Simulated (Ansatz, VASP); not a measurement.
**LiTa2H2: VASP beside Ansatz**

```
Li Ta H
1.0
     3.39405    0.00000    0.00000
    -1.69703    2.93934    0.00000
     0.00000    0.00000    6.46147
Li Ta H
1 2 2
Direct
  0.00000 0.00000 0.00000
  0.33333 0.66667 0.64423
  0.66667 0.33333 0.35577
  0.33333 0.66667 0.33470
  0.66667 0.33333 0.66530
```

Change from the starting cell: species swapped into the TbAl2Si2 type (P-3m1, No. 164).

Alike in both runs: functional PBE; k mesh 6 × 6 × 4; occupations gaussian, width 0.1 eV; no spin polarisation.

Ansatz relaxed the structure, and its values are those at the end. VASP's run is a single point on that final structure, the one shown.

```csv
,VASP,Ansatz
version,VASP 6.6.1,Ansatz 0.2.0
potentials or method,"VASP PAW PBE potentials, release 64 (Li_sv, Ta_pv, H), cutoff 520 eV","scalar-relativistic, plane waves, PAW"
valence electrons in the cell,27,31
```

```csv
,VASP,Ansatz,Ansatz less VASP
gap on the k mesh at the Fermi level (eV),none,none,-
rms of the force components (eV/Å),0.016,0.011,-0.0046
```

A gap of «none» marks a metal or a gap that the smearing closes. VASP's potentials hold 27 valence electrons a cell and Ansatz's 31, so a difference there can come from the potentials and not from the codes.

Spin-orbit coupling is off throughout. Noted on VASP's run: the cutoff is short for stress, so the pressure is rough.
